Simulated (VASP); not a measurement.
A run of VASP 6.6.1 is set up as follows.

Contents of INCAR:

```
PREC = Accurate ; ENCUT = 600
EDIFF = 1E-6 ; ISMEAR = -1
SIGMA = 0.05 ; LREAL = F
LASPH = T ; NELM = 100
ALGO = Normal ; ISIF = 3
LWAVE = F ; LCHARG = F
GGA = PE ; IBRION = 2
NSW = 32 ; EDIFFG = -0.005
PSTRESS = -6.800000000000001
```

KPOINTS

```
Automatic mesh
0
Gamma
  15 15 14
```

File POSCAR:

```
Ge
1.0
    2.8904085303      0.0000000000      0.0000000000
   -1.4452042652      2.5031672146      0.0000000000
    0.0000000000      0.0000000000      2.6994247328
Ge
1
Direct
    0.0000000000      0.0000000000      0.0000000000
```

Potentials or basis: VASP PAW PBE potentials, release 64 (Ge_d).

Launch:

```sh
$ cat potpaw_PBE.64/Ge_d/POTCAR > POTCAR
$ mpirun -np 1 vasp_std > vasp.out
```

(1) Estimate the band gap on the k mesh.

(2) Estimate the relaxed cell.

(3) Predict the relaxed volume.

Results:

(1) zero (bands 7 and 8 overlap by 10.03 eV).

(2) a = 2.890 Å, b = 2.890 Å, c = 2.699 Å, α = 90.00°, β = 90.00°, γ = 120.00°.

(3) 19.53 Å³/atom.

Caveat: the cell is relaxed towards a set pressure, so the run minimises the enthalpy, not the energy.
